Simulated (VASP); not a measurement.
A run of VASP 6.6.1 is set up as follows.

Contents of INCAR:

```
SYSTEM = Re
PREC = Accurate
ENCUT = 560
EDIFF = 1E-6
ISMEAR = -1
SIGMA = 0.1
LREAL = .False.
LASPH = .True.
NELM = 120
ALGO = Normal
ISIF = 2
LWAVE = .False.
LCHARG = .False.
GGA = B5
ALDAX = 1.0
AGGAX = 1.0
AGGAC = 1.0
ALDAC = 0.0
NBANDS = 30
GGA_COMPAT = .False.
```

The input KPOINTS:

```
Automatic mesh
0
Gamma
  9 9 13
  0 0 0
```

POSCAR

```
Re
1.0
    4.4323202878      0.0000000000      0.0000000000
   -2.2161601439      3.8385019670      0.0000000000
    0.0000000000      0.0000000000      2.7873484112
Re
3
Direct
    1.0000000000      1.0000000000      1.0000000000
    0.3333333333      0.6666666667      0.5000000000
    0.6666666667      0.3333333333      0.5000000000
```

Potentials or basis: VASP PAW PBE potentials, release 64 (Re_sv_GW).

The run is started by

```console
$ cat potpaw_PBE.64/Re_sv_GW/POTCAR > POTCAR
$ mpirun -np 1 vasp_std > vasp.out
```

Estimate the pressure.

0.0 GPa.

Predict the band gap on the k mesh.

zero (an odd number of electrons rules out a gap without spin polarisation).

Stress tensor (GPa, compression positive):
```
 0.19  0.00  0.00
 0.00  0.19  0.00
 0.00  0.00 -0.44
```

Caveat: the PAW data sets were made with another functional, which shifts forces and pressure a little; spin-orbit coupling is left out, which moves the levels of the heavy elements.
